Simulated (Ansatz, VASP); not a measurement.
# AlN in VASP and in Ansatz

```
Al N
1.0
    -3.11100    0.00000    0.00000
    -1.55550   -2.69421    0.00000
     0.00000    0.00000    9.65600
Al N
4 4
Direct
  0.33333 0.33333 0.93183
  0.33333 0.33333 0.41629
  0.66667 0.66667 0.15853
  0.66667 0.66667 0.67406
  0.33333 0.33333 0.09924
  0.33333 0.33333 0.61477
  0.66667 0.66667 0.35701
  0.66667 0.66667 0.87254
```

Alike in both runs: task single point; functional r2SCAN; k mesh 8 × 8 × 3; occupations gaussian, width 0.05 eV; no spin polarisation.

|  | VASP | Ansatz |
| --- | --- | --- |
| version | VASP 6.6.1 | Ansatz 0.2.0 |
| potentials or method | VASP PAW PBE potentials, release 64 (Al, N), cutoff 520 eV | scalar-relativistic, plane waves, PAW |
| valence electrons in the cell | 32 | 32 |

VASP gave:

| Quantity | Value |
| --- | --- |
| gap on the k mesh at the Fermi level (eV) | 5.04 |
| least direct gap on the mesh (eV) | 5.04 |
| pressure (GPa) | 9.3 |
| traceless stress, the component that is largest in VASP (GPa) | 15.84 |
| rms of the force components (eV/Å) | 2.229 |

Problem. Which values does Ansatz return?

Solution. gap on the k mesh at the Fermi level (eV): 5.00; least direct gap on the mesh (eV): 5.00; pressure (GPa): 9.5; traceless stress, the component that is largest in VASP (GPa): 15.53; rms of the force components (eV/Å): 2.198.

VASP's potentials were made for PBE, not for r2SCAN. Atom by atom the forces differ by 0.031 eV/Å (rms over components). With one functional, cell and mesh, what is left measures potentials, basis and numerics.
